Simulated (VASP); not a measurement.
# GaN (P1) in VASP: single point with PBE+D4

Aim: the single point of GaN with PBE+D4.

All numbers are computed with VASP 6.6.1; they aren't measurements. Logs are shortened: lines on timing, memory, paths and dates and some standing lists are left out, and cuts for length are marked.

## 1. The cell of the first run

The typed cell holds 8 atoms: a = 6.371 Å, b = 6.371 Å, c = 3.185 Å, α = 60.00°, β = 60.00°, γ = 60.00°.

## 2. Single point, PBE+D4

The input, INCAR:

```
ALGO     = Normal         # electronic algorithm
EDIFF    = 1E-6           # SCF threshold, eV
ENCUT    = 520            # plane-wave cutoff, eV
GGA      = PE             # functional
GGA_COMPAT= False        
ISIF     = 2              # what is computed and relaxed
ISMEAR   = -1             # smearing method
IVDW     = 13             # dispersion correction
LASPH    = True           # aspherical terms in the spheres
LCHARG   = False          # write CHGCAR
LREAL    = False          # projectors in reciprocal space
LWAVE    = False          # write WAVECAR
NBANDS   = 46             # bands
NELM     = 120            # most SCF steps
PREC     = Accurate       # precision mode
SIGMA    = 0.15           # smearing width, eV
```

The input, KPOINTS:

```
k-points
0
Gamma
  3 3 3
```

The input, POSCAR:

```
GaN
1.0
    0.0000000000      4.5047510000      4.5047510000
    4.5047510000      0.0000000000      4.5047510000
    2.2523750000      2.2523750000      0.0000000000
Ga N
4 4
Direct
   -0.0005323269      0.0036892161      0.0146218991
    0.0032030627      0.5018594812     -0.0117808979
    0.5072895261     -0.0074439187     -0.0036117432
    0.4987645266      0.5002627226     -0.0126857206
    0.1388833700      0.1178171668      0.2770209224
    0.0965092188      0.6193205795      0.2934604584
    0.6449219946      0.1233295692      0.2155298296
    0.6133195819      0.6275740879      0.2567179089
```

Potentials or basis: VASP PAW PBE potentials, release 64 (Ga_d, N).

Launch:

```sh
cat potpaw_PBE.64/Ga_d/POTCAR potpaw_PBE.64/N/POTCAR > POTCAR
mpirun -np 1 vasp_std > vasp.out
```

OUTCAR:

```text
EDIFF = 1E-6
   ENCUT = 520
   GGA = PE
   ISIF = 2
   ISMEAR = -1
   IVDW = 13
   LASPH = True
   LREAL = False
   NELM = 120
   PREC = Accurate

 ion  position               nearest neighbor table
   1  0.999  0.004  0.015-   7 1.85   5 1.92   5 2.00   6 2.01
   2  0.003  0.502  0.988-   6 1.81   6 1.90   5 2.00   8 2.03
   3  0.507  0.993  0.996-   8 1.90   5 1.92   7 1.97   7 2.03
   4  0.499  0.500  0.987-   8 1.90   8 1.96   7 1.96   6 2.10
   5  0.139  0.118  0.277-   3 1.92   1 1.92   2 2.00   1 2.00
   6  0.097  0.619  0.293-   2 1.81   2 1.90   1 2.01   4 2.10
   7  0.645  0.123  0.216-   1 1.85   4 1.96   3 1.97   3 2.03
   8  0.613  0.628  0.257-   3 1.90   4 1.90   4 1.96   2 2.03

  LATTYP: Found a base centered orthorhombic cell.
 ALAT       =     6.3706799593
 B/A-ratio  =     1.4142135624
 C/A-ratio  =     0.4999998890

  Lattice vectors:

 A1 = (  -2.2523760000,   2.2523750000,  -4.5047510000)
 A2 = (  -2.2523750000,   2.2523760000,   4.5047510000)
 A3 = (   2.2523750000,   2.2523750000,   0.0000000000)

Analysis of symmetry for initial positions (statically):
=====================================================================
 Subroutine PRICEL returns:
 Original cell was already a primitive cell.

 Routine SETGRP: Setting up the symmetry group for a
 base centered orthorhombic supercell.

 Subroutine GETGRP returns: Found  1 space group operations
 (whereof  1 operations were pure point group operations)
 out of a pool of  8 trial point group operations.

The static configuration has the point symmetry C_1 .

Analysis of symmetry for dynamics (positions and initial velocities):
=====================================================================
 Subroutine PRICEL returns:
 Original cell was already a primitive cell.

 Routine SETGRP: Setting up the symmetry group for a
 base centered orthorhombic supercell.

 Subroutine GETGRP returns: Found  1 space group operations
 (whereof  1 operations were pure point group operations)
 out of a pool of  8 trial point group operations.

The dynamic configuration has the point symmetry C_1 .

 Subroutine INISYM returns: Found  1 space group operations
 (whereof  1 operations are pure point group operations),
 and found     1 'primitive' translations

[... 94 lines left out ...]
   NELM   =    120;   NELMIN=  2; NELMDL= -5     # of ELM steps
   EDIFF  = 0.1E-05   stopping-criterion for ELM
   LREAL  =      F    real-space projection
   EDIFFG = 0.1E-04   stopping-criterion for IOM
   NSW    =      0    number of steps for IOM
   IBRION =     -1    ionic relax: 0-MD 1-quasi-New 2-CG
   NFREE  =      0    steps in history (QN), initial steepest desc. (CG)
   ISIF   =      2    stress and relaxation
   ISYM   =      2    0-nonsym 1-usesym 2-fastsym
   POTIM  = 0.5000    time-step for ionic-motion
   TEBEG  =    0.0;   TEEND  =   0.0 temperature during run
   PSTRESS=    0.0 pullay stress
   NELECT =      72.0000    total number of electrons
   NUPDOWN=      -1.0000    fix difference up-down
   EMIN   =  10.00;   EMAX   =-10.00  energy-range for DOS
   EFERMI =   0.00;   METHOD = LEGACY
   ISMEAR =    -1;   SIGMA  =   0.15  broadening in eV -4-tet -1-fermi 0-gaus
   EFERMI_NEDOS =   21; number of points for ismear=-14 and -15
   IALGO  =     38    algorithm
   IMIX   =      4    mixing-type and parameters
     AMIX     =   0.40;   BMIX     =  1.00
     AMIX_MAG =   1.60;   BMIX_MAG =  1.00
  volume/ion in A,a.u.               =      11.43        77.11
  Fermi-wavevector in a.u.,A,eV,Ry     =   1.511872  2.857023 31.099594  2.285756
  Thomas-Fermi vector in A             =   2.621871
   LORBIT       =      0    0 simple, 1 ext, 2 COOP (PROOUT), +10 PAW based schemes
   GGA     = PE    functional components
   LHFCALC =     F    Hartree Fock is set to
   AEXX    =    0.0000 exact exchange contribution
   IVDW    =    13    specifies the selected vdW correction
   LEPSILON=     F    determine dielectric tensor
   LRPA    =     F    only Hartree local field effects (RPA)
 non-spin polarized calculation
  energy-cutoff  :      520.00
  volume of cell :       91.41
 maximum number of plane-waves:      2473
   NGX = 23   NGY = 23   NGZ = 11

 number of electron      72.0000003 magnetization

 Free energy of the ion-electron system (eV)
  ---------------------------------------------------
  ext. energy  EPLUGINS =         0.00000000
  ---------------------------------------------------
  free energy    TOTEN  =       -47.86999190 eV

  energy without entropy =      -47.86859483  energy(sigma->0) =      -47.86929337

 E-fermi :   6.3106     XC(G=0): -11.6703

 val. band max:        5.4172366933   @ k =   0.0000   0.0000   0.0000
 cond. band min:       7.0134934030   @ k =   0.0000   0.0000   0.0000
 fundamental gap:      1.5962567098
 Fermi energy:         6.3105720120

 k-point     1 :       0.0000    0.0000    0.0000
  band No.  band energies     occupation
      1     -10.6855      2.00000
      2      -9.8514      2.00000
      3      -9.7574      2.00000
      4      -9.5472      2.00000
      5      -8.2154      2.00000
      6      -8.1943      2.00000
[... 675 lines left out ...]
     45      14.4907      0.00000
     46      15.3057      0.00000

------------------------ aborting loop because EDIFF is reached ----------------------------------------

  DFT-D4 for vdW energy calculation

  Edisp (eV):   -3.20941

  FORCE on cell =-STRESS in cart. coord.  units (eV):
  Direction    XX          YY          ZZ          XY          YZ          ZX
  --------------------------------------------------------------------------------------
  -------------------------------------------------------------------------------------
  Total       1.10607     1.29758    -0.08800     1.19671    -0.72549    -1.18497
  in kB      19.38559    22.74228    -1.54236    20.97421   -12.71538   -20.76858
  external pressure =       13.53 kB  Pullay stress =        0.00 kB

 VOLUME and BASIS-vectors are now :
 -----------------------------------------------------------------------------
  energy-cutoff  :      520.00
  volume of cell :       91.41
      direct lattice vectors                 reciprocal lattice vectors
     0.000000000  4.504751000  4.504751000    -0.110993926  0.110993926  0.110993926
     4.504751000  0.000000000  4.504751000     0.110993926 -0.110993926  0.110993926
     2.252375000  2.252375000  0.000000000     0.221987902  0.221987902 -0.221987902

 POSITION                                       TOTAL-FORCE (eV/Angst)
 -----------------------------------------------------------------------------------
      0.04955      4.53529      4.51897        -0.605473      1.169235      0.539584
      4.48659      2.24027      2.27518         0.853132      0.918805     -1.846828
      6.71546      4.52945      6.75643         0.104156     -0.378806      0.798061
      4.47736      4.47061      4.50037         0.611688      0.177069     -0.698934
      1.15469      1.24959      1.15637        -0.254714     -1.106067     -0.065096
      3.45087      1.09573      3.22463        -1.268771     -0.258746      2.547042
      1.04102      3.39067      3.46078         1.438458     -0.673222     -1.300740
      3.40529      3.34108      5.58992        -0.878476      0.151733      0.026911
 -----------------------------------------------------------------------------------
    total drift:                                0.000195      0.000021     -0.000014

  FREE ENERGIE OF THE ION-ELECTRON SYSTEM (eV)
  ---------------------------------------------------
  free  energy   TOTEN  =       -51.0793981798 eV

  energy  without entropy=      -51.0780011049  energy(sigma->0) =      -51.07869964
```

OSZICAR:

```text
N       E                     dE             d eps       ncg     rms          rms(c)
DAV:   1     0.774296550317E+03    0.77430E+03   -0.33348E+04  1476   0.291E+03
DAV:   2     0.918088445144E+02   -0.68249E+03   -0.64772E+03  1360   0.691E+02
DAV:   3    -0.450159550086E+02   -0.13682E+03   -0.13270E+03  1486   0.214E+02
DAV:   4    -0.558794320888E+02   -0.10863E+02   -0.10770E+02  1712   0.621E+01
DAV:   5    -0.561528600590E+02   -0.27343E+00   -0.27314E+00  1484   0.103E+01    0.156E+01
DAV:   6    -0.475251280501E+02    0.86277E+01   -0.24963E+01  2394   0.580E+01    0.420E+00
DAV:   7    -0.479166454217E+02   -0.39152E+00   -0.49839E+00  1434   0.128E+01    0.394E+00
DAV:   8    -0.478990607341E+02    0.17585E-01   -0.50928E-01  1774   0.130E+01    0.108E+00
DAV:   9    -0.478684483646E+02    0.30612E-01   -0.14515E-01  1956   0.711E+00    0.511E-01
DAV:  10    -0.478696784071E+02   -0.12300E-02   -0.24786E-02  1556   0.134E+00    0.278E-01
DAV:  11    -0.478699155684E+02   -0.23716E-03   -0.25828E-03  1812   0.107E+00    0.538E-02
DAV:  12    -0.478699537752E+02   -0.38207E-04   -0.11120E-03  1904   0.565E-01    0.199E-02
DAV:  13    -0.478699894271E+02   -0.35652E-04   -0.35157E-04  1442   0.182E-01    0.291E-02
DAV:  14    -0.478699929584E+02   -0.35313E-05   -0.32099E-05  1650   0.156E-01    0.142E-02
DAV:  15    -0.478699919937E+02    0.96468E-06   -0.12242E-05  1808   0.560E-02    0.549E-03
DAV:  16    -0.478699919028E+02    0.90971E-07   -0.29935E-06  1170   0.220E-02
   1 F= -.51079398E+02 E0= -.51078700E+02  d E =-.139707E-02
```

Run time: 51 s. Hardware: 1 thread of AMD EPYC 9R45 (Zen 5), shared host; peak memory 0.21 GiB.

Results:

* Free energy: -51.0794 eV
* Pressure: 1.4 GPa
* Largest force: 2.857 eV/Å
* Band gap on the k mesh: 1.60 eV
* Dispersion energy per atom: -0.401 eV

Forces in eV/Å, atoms in the order of the input:
```
Ga  -0.605  1.169  0.540
Ga   0.853  0.919 -1.847
Ga   0.104 -0.379  0.798
Ga   0.612  0.177 -0.699
N   -0.255 -1.106 -0.065
N   -1.269 -0.259  2.547
N    1.438 -0.673 -1.301
N   -0.878  0.152  0.027
```

Stress tensor (GPa, compression positive):
```
 1.94  2.10 -2.08
 2.10  2.27 -1.27
-2.08 -1.27 -0.15
```

Caveat: the k points lie up to 0.66 Å⁻¹ apart; forces of over 1 eV/Å act on the atoms, so gaps and moduli don't describe the material at rest.
